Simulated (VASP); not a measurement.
# Ir (Fm-3m) in VASP: single point with LDA

Aim: the single point of Ir with LDA.

All numbers are computed with VASP 6.6.1; they aren't measurements. Logs are shortened: lines on timing, memory, paths and dates and some standing lists are left out, and cuts for length are marked.

## 1. The cell of the first run

The structure is cubic, space group Fm-3m (No. 225). The conventional cell has a = 3.653 Å, b = 3.653 Å, c = 3.653 Å, α = 90.00°, β = 90.00°, γ = 90.00°. Within 3.4 Å of Ir (site symmetry m-3m) lie 12 Ir at 2.58 Å.

## 2. Single point, LDA (12.19 Å³/atom)

The input, INCAR:

```
SYSTEM = Ir
  PREC = Accurate
  ENCUT = 560
  EDIFF = 1E-6
  ISMEAR = -1
  SIGMA = 0.08
  LREAL = .False.
  LASPH = .True.
  NELM = 120
  ALGO = Normal
  ISIF = 2
  LWAVE = .False.
  LCHARG = .True.
  GGA = CA
  LELF = .True.
  LVHAR = .True.
  NBANDS = 14
  GGA_COMPAT = .False.
```

The input, KPOINTS:

```
regular mesh
0
Gamma
  19 19 19
  0 0 0
```

The input, POSCAR:

```
Ir
1.0
    0.0000000000      1.8264282417      1.8264282417
    1.8264282417      0.0000000000      1.8264282417
    1.8264282417      1.8264282417      0.0000000000
Ir
1
Direct
    0.0000000000      0.0000000000      0.0000000000
```

Potentials or basis: VASP PAW LDA potentials, release 64 (Ir_sv_GW).

On the command line:

```bash
cat potpaw_LDA.64/Ir_sv_GW/POTCAR > POTCAR
mpirun -np 1 vasp_std > vasp.out
```

OUTCAR:

```text
SYSTEM = Ir
   PREC = Accurate
   ENCUT = 560
   EDIFF = 1E-6
   ISMEAR = -1
   LREAL = .False.
   LASPH = .True.
   NELM = 120
   ISIF = 2
   GGA = CA

 ion  position               nearest neighbor table
   1  0.000  0.000  0.000-

  LATTYP: Found a face centered cubic cell.
 ALAT       =     3.6528564834

  Lattice vectors:

 A1 = (   0.0000000000,   1.8264282417,   1.8264282417)
 A2 = (   1.8264282417,   0.0000000000,   1.8264282417)
 A3 = (   1.8264282417,   1.8264282417,   0.0000000000)

Analysis of symmetry for initial positions (statically):
=====================================================================
 Subroutine PRICEL returns:
 Original cell was already a primitive cell.

 Routine SETGRP: Setting up the symmetry group for a
 face centered cubic supercell.

 Subroutine GETGRP returns: Found 48 space group operations
 (whereof 48 operations were pure point group operations)
 out of a pool of 48 trial point group operations.

The static configuration has the point symmetry O_h .

Analysis of symmetry for dynamics (positions and initial velocities):
=====================================================================
 Subroutine PRICEL returns:
 Original cell was already a primitive cell.

 Routine SETGRP: Setting up the symmetry group for a
 face centered cubic supercell.

 Subroutine GETGRP returns: Found 48 space group operations
 (whereof 48 operations were pure point group operations)
 out of a pool of 48 trial point group operations.

The dynamic configuration has the point symmetry O_h .

 Subroutine INISYM returns: Found 48 space group operations
 (whereof 48 operations are pure point group operations),
 and found     1 'primitive' translations

----------------------------------------------------------------------------------------

                                     Primitive cell

  volume of cell :      12.1853

  direct lattice vectors                    reciprocal lattice vectors
     0.000000000  1.826428242  1.826428242    -0.273758360  0.273758360  0.273758360
     1.826428242  0.000000000  1.826428242     0.273758360 -0.273758360  0.273758360
     1.826428242  1.826428242  0.000000000     0.273758360  0.273758360 -0.273758360

  length of vectors
     2.582959590  2.582959590  2.582959590     0.474163388  0.474163388  0.474163388

  position of ions in fractional coordinates (direct lattice)
     0.000000000  0.000000000  0.000000000

  ion indices of the primitive-cell ions
   primitive index   ion index
                 1           1

----------------------------------------------------------------------------------------

 KPOINTS: regular mesh

Automatic generation of k-mesh.
 Grid dimensions read from file:
 generate k-points for:   19   19   19

 Generating k-lattice:

  Cartesian coordinates                     Fractional coordinates (reciprocal lattice)
    -0.014408335  0.014408335  0.014408335     0.052631579  0.000000000  0.000000000
     0.014408335 -0.014408335  0.014408335     0.000000000  0.052631579  0.000000000
     0.014408335  0.014408335 -0.014408335     0.000000000  0.000000000  0.052631579

  Length of vectors
     0.024955968  0.024955968  0.024955968

  Shift w.r.t. Gamma in fractional coordinates (k-lattice)
     0.000000000  0.000000000  0.000000000

 Subroutine IBZKPT returns following result:
 ===========================================

 Found    220 irreducible k-points:

 Following reciprocal coordinates:
            Coordinates               Weight
  0.000000  0.000000  0.000000      1.000000
  0.052632  0.000000  0.000000      8.000000
  0.105263  0.000000  0.000000      8.000000
  0.157895  0.000000  0.000000      8.000000
  0.210526  0.000000  0.000000      8.000000
  0.263158  0.000000  0.000000      8.000000
[... 16 lines left out ...]
 -0.315789  0.052632  0.000000     24.000000
 -0.263158  0.052632  0.000000     24.000000
 [... further k-points ...]
   k-points           NKPTS =    220   k-points in BZ     NKDIM =    220   number of bands    NBANDS=     14
   number of dos      NEDOS =    301   number of ions     NIONS =      1
   total plane-waves  NPLWV =   8000
   dimension x,y,z NGX =    20 NGY =   20 NGZ =   20
   dimension x,y,z NGXF=    40 NGYF=   40 NGZF=   40
   ions per type =               1
   NGX,Y,Z   is equivalent  to a cutoff of  12.87, 12.87, 12.87 a.u.
   NGXF,Y,Z  is equivalent  to a cutoff of  25.75, 25.75, 25.75 a.u.
 SYSTEM =  Ir
   PREC   = accura    normal or accurate (medium, high low for compatibility)
   ISTART =      0    job   : 0-new  1-cont  2-samecut
   ICHARG =      2    charge: 1-file 2-atom 10-const
   ISPIN  =      1    spin polarized calculation?
   LNONCOLLINEAR =      F non collinear calculations
   LSORBIT =      F    spin-orbit coupling
   LASPH  =      T    aspherical Exc in radial PAW
   ENCUT  =  560.0 eV  41.16 Ry    6.42 a.u.   4.98  4.98  4.98*2*pi/ulx,y,z
   NELM   =    120;   NELMIN=  2; NELMDL= -5     # of ELM steps
   EDIFF  = 0.1E-05   stopping-criterion for ELM
   LREAL  =      F    real-space projection
   EDIFFG = 0.1E-04   stopping-criterion for IOM
   NSW    =      0    number of steps for IOM
   IBRION =     -1    ionic relax: 0-MD 1-quasi-New 2-CG
   NFREE  =      0    steps in history (QN), initial steepest desc. (CG)
   ISIF   =      2    stress and relaxation
   ISYM   =      2    0-nonsym 1-usesym 2-fastsym
   POTIM  = 0.5000    time-step for ionic-motion
   TEBEG  =    0.0;   TEEND  =   0.0 temperature during run
   PSTRESS=    0.0 pullay stress
   NELECT =      17.0000    total number of electrons
   NUPDOWN=      -1.0000    fix difference up-down
   EMIN   =  10.00;   EMAX   =-10.00  energy-range for DOS
   EFERMI =   0.00;   METHOD = LEGACY
   ISMEAR =    -1;   SIGMA  =   0.08  broadening in eV -4-tet -1-fermi 0-gaus
   EFERMI_NEDOS =   21; number of points for ismear=-14 and -15
   IALGO  =     38    algorithm
   IMIX   =      4    mixing-type and parameters
     AMIX     =   0.40;   BMIX     =  1.00
     AMIX_MAG =   1.60;   BMIX_MAG =  1.00
  volume/ion in A,a.u.               =      12.19        82.23
  Fermi-wavevector in a.u.,A,eV,Ry     =   1.829273  3.456825 45.528356  3.346240
  Thomas-Fermi vector in A             =   2.883986
   LORBIT       =      0    0 simple, 1 ext, 2 COOP (PROOUT), +10 PAW based schemes
   GGA     = CA    functional components
   LHFCALC =     F    Hartree Fock is set to
   AEXX    =    0.0000 exact exchange contribution
   IVDW    =     0    specifies the selected vdW correction
   LEPSILON=     F    determine dielectric tensor
   LRPA    =     F    only Hartree local field effects (RPA)
 non-spin polarized calculation
  energy-cutoff  :      560.00
  volume of cell :       12.19
 maximum number of plane-waves:       378
   NGX =  9   NGY =  9   NGZ =  9

 number of electron      17.0000000 magnetization

 Free energy of the ion-electron system (eV)
  ---------------------------------------------------
  ext. energy  EPLUGINS =         0.00000000
  ---------------------------------------------------
  free energy    TOTEN  =       -10.56721545 eV

  energy without entropy =      -10.54819775  energy(sigma->0) =      -10.55770660

 E-fermi :  15.7773     XC(G=0): -15.7558

 val. band max:       15.7753210110   @ k =   0.4737   0.3684   0.0000
 cond. band min:      15.7940774713   @ k =   0.3684   0.3158   0.0000
 fundamental gap:      0.0187564603
 Fermi energy:        15.7773296621

 k-point     1 :       0.0000    0.0000    0.0000
  band No.  band energies     occupation
      1     -77.2353      2.00000
      2     -33.7009      2.00000
      3     -33.7009      2.00000
      4     -33.7009      2.00000
      5       3.0737      2.00000
      6      10.9028      2.00000
      7      10.9028      2.00000
      8      10.9028      2.00000
      9      14.3317      2.00000
     10      14.3317      2.00000
     11      28.8688      0.00000
     12      35.2167      0.00000
     13      35.2167      0.00000
     14      35.2167      0.00000

 k-point     2 :       0.0526    0.0000    0.0000
  band No.  band energies     occupation
      1     -77.2317      2.00000
      2     -33.7396      2.00000
      3     -33.7060      2.00000
      4     -33.7060      2.00000
      5       3.2213      2.00000
      6      10.8161      2.00000
      7      10.9690      2.00000
      8      10.9690      2.00000
      9      14.2813      2.00000
     10      14.2813      2.00000
     11      29.1396      0.00000
     12      34.6071      0.00000
     13      35.4743      0.00000
     14      35.4743      0.00000

 k-point     3 :       0.1053    0.0000    0.0000
  band No.  band energies     occupation
      1     -77.2221      2.00000
      2     -33.8518      2.00000
      3     -33.7211      2.00000
      4     -33.7211      2.00000
      5       3.6467      2.00000
      6      10.5940      2.00000
      7      11.1456      2.00000
      8      11.1456      2.00000
      9      14.1647      2.00000
     10      14.1647      2.00000
     11      29.8883      0.00000
     12      33.3449      0.00000
     13      36.2280      0.00000
     14      36.2280      0.00000
[... 324 lines left out ...]
 k-point    23 :      -0.3158    0.0526    0.0000
  band No.  band energies     occupation
      1     -77.1335      2.00000
      2     -34.7209      2.00000
      3     -33.8824      2.00000
      4     -33.8292      2.00000
      5       6.1781      2.00000
      6      11.0765      2.00000
      7      11.2360      2.00000
      8      11.4295      2.00000
      9      15.0543      1.99976
     10      16.1830      0.01248
     11      27.8545      0.00000
     12      31.7458      0.00000
     13      38.2049      0.00000
     14      40.3443      0.00000

 k-point    24 :      -0.2632    0.0526    0.0000
  band No.  band energies     occupation
      1     -77.1543      2.00000
      2     -34.5232      2.00000
      3     -33.8551      2.00000
      4     -33.7985      2.00000
      5       5.9401      2.00000
      6      10.4945      2.00000
      7      11.3431      2.00000
      8      11.4478      2.00000
      9      14.3308      2.00000
     10      15.4515      1.96650
     11      28.9592      0.00000
     12      33.0483      0.00000
     13      39.5065      0.00000
     14      39.8930      0.00000

 [... further k-points ...]
[... 5 lines left out ...]
  --------------------------------------------------------------------------------------
  -------------------------------------------------------------------------------------
  Total        5.4033577      5.4033577      5.4033577      0.0000000     -0.0000000      0.0000000
  in kB      710.4548145    710.4548145    710.4548145      0.0000000     -0.0000000      0.0000000
  external PRESSURE =     710.4548145 kB  Pullay stress =       0.0000000 kB

 VOLUME and BASIS-vectors are now :
 -----------------------------------------------------------------------------
  energy-cutoff  :      560.00
  volume of cell :       12.19
      direct lattice vectors                 reciprocal lattice vectors
     0.000000000  1.826428242  1.826428242    -0.273758360  0.273758360  0.273758360
     1.826428242  0.000000000  1.826428242     0.273758360 -0.273758360  0.273758360
     1.826428242  1.826428242  0.000000000     0.273758360  0.273758360 -0.273758360

 POSITION                                       TOTAL-FORCE (eV/Angst)
 -----------------------------------------------------------------------------------
      0.00000      0.00000      0.00000         0.000000      0.000000      0.000000
 -----------------------------------------------------------------------------------
    total drift:                               -0.000000     -0.000000     -0.000000

  FREE ENERGIE OF THE ION-ELECTRON SYSTEM (eV)
  ---------------------------------------------------
  free  energy   TOTEN  =       -10.5672154478 eV

  energy  without entropy=      -10.5481977511  energy(sigma->0) =      -10.55770660
```

It took 44 s on 1 thread of AMD EPYC 7R13 (Zen 3), shared host; peak memory 0.13 GiB.

Results:

| Quantity | Value |
| --- | --- |
| Free energy | -10.5672 eV |
| Pressure | 71.0 GPa |
| Band gap on the k mesh | zero (an odd number of electrons rules out a gap without spin polarisation) |

Caveat: the cell stands under pressure; spin-orbit coupling is left out, which moves the levels of the heavy elements.
